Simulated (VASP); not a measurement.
Here is a VASP 6.6.1 calculation.

File INCAR:

```
PREC     = Accurate       # precision mode
ENCUT    = 500            # plane-wave cutoff, eV
EDIFF    = 1E-6           # SCF threshold, eV
ISMEAR   = -1             # smearing method
SIGMA    = 0.05           # smearing width, eV
LREAL    = F              # projectors in reciprocal space
LASPH    = T              # aspherical terms in the spheres
NELM     = 120            # most SCF steps
ALGO     = Normal         # electronic algorithm
ISIF     = 2              # what is computed and relaxed
LWAVE    = F              # write WAVECAR
LCHARG   = F              # write CHGCAR
GGA      = CA             # functional
NBANDS   = 12             # bands
GGA_COMPAT= F
```

The input KPOINTS:

```
regular mesh
0
Gamma
  9 9 9
```

POSCAR

```
Au
1.0
    0.0000000000      2.0235979873      2.0235979873
    2.0235979873      0.0000000000      2.0235979873
    2.0235979873      2.0235979873      0.0000000000
Au
1
Direct
    0.0000000000      0.0000000000      0.0000000000
```

Potentials or basis: VASP PAW LDA potentials, release 64 (Au).

The run is started by

```console
$ cat potpaw_LDA.64/Au/POTCAR > POTCAR
$ mpirun -np 1 vasp_std > vasp.out
```

(1) What does it give for the band gap on the k mesh?

(2) What does it give for the pressure?

Results:

(1) zero (an odd number of electrons rules out a gap without spin polarisation).

(2) 0.5 GPa.

Caveat: spin-orbit coupling is left out, which moves the levels of the heavy elements.
